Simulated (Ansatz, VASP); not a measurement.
Rb: VASP beside Ansatz

```
Rb
1.0
     0.00000    3.69695    3.69695
     3.69695    0.00000    3.69695
     3.69695    3.69695    0.00000
Rb
1
Cartesian
  0.0000 0.0000 0.0000
```

Alike in both runs: functional RPBE; k mesh 8 × 8 × 8; occupations fermi-dirac, width 0.1 eV; no spin polarisation.

Ansatz relaxed the structure, and its values are those at the end. VASP's run is a single point on that final structure, the one shown.

|  | VASP | Ansatz |
| --- | --- | --- |
| version | VASP 6.6.1 | Ansatz 0.2.0 |
| potentials or method | VASP PAW PBE potentials, release 64 (Rb_sv), cutoff 520 eV | plane waves (420 eV) with PAW, scalar-relativistic |
| valence electrons in the cell | 9 | 9 |

|  | VASP | Ansatz | Ansatz less VASP |
| --- | --- | --- | --- |
| pressure (GPa) | 0.0 | 0.0 | 0.00 |

VASP's potentials were made for PBE, not for RPBE. The functional is the same, so the differences come from potentials, cutoffs and numerics.
